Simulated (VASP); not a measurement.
## LiF3: single point with PBE

Crystal: LiF3.

```xyz
4
Lattice="2.4435 0.0000 0.0000 -1.2217 2.1161 0.0000 0.0000 0.0000 8.0107" Properties=species:S:1:pos:R:3 pbc="T T T"
Li    1.2217    0.7054    0.0000
F     1.2217    0.7054    4.0054
F     0.0000    1.4107    2.0353
F     0.0000    1.4107    5.9754
```

```
Program                : VASP 6.6.1
Task                   : single point
Functional             : PBE
Potentials or basis    : VASP PAW PBE potentials, release 64 (Li_sv, F)
Cutoff                 : 520 eV
k mesh                 : 12 × 12 × 2
Occupations            : gaussian, width 0.1 eV
Spin                   : no spin polarisation
Dipole correction      : no
Further INCAR settings : ALGO = Normal; EDIFF = 1e-06; NBANDS = 20
```

| Property | Result |
| --- | --- |
| Largest force | 2.730 eV/Å |
| Band gap on the k mesh | zero (band 12 reaches -0.98 eV, above the bottom of band 13 at -1.70 eV) |

Forces on the atoms (eV/Å):
```
Li   0.000  0.000  0.000
F    0.000  0.000  0.000
F    0.000  0.000 -2.730
F    0.000  0.000  2.730
```

Levels at points of the mesh, in eV from the Fermi level:
```csv
k point,band 9,band 10,band 11,band 12,band 13,band 14,band 15,band 16
"(0.00, 0.00, 0.00)",0.19,0.28,0.28,0.51,0.51,2.70,7.47,14.62
"(0.50, 0.00, 0.00)",-1.27,-0.64,-0.40,-0.26,0.03,3.89,10.26,12.07
"(0.00, 0.00, 0.50)",0.19,0.28,0.28,0.51,0.51,2.96,7.30,15.53
"(0.50, 0.00, 0.50)",-0.99,-0.63,-0.41,-0.36,0.03,3.90,10.25,12.08
```

Wall time 73 s on 1 thread of Intel(R) Xeon(R) Platinum 8488C (Sapphire Rapids), on a shared host, peak memory 0.15 GiB.

Caveat: the k points lie up to 0.39 Å⁻¹ apart; forces of over 1 eV/Å act on the atoms, so gaps and moduli don't describe the material at rest.
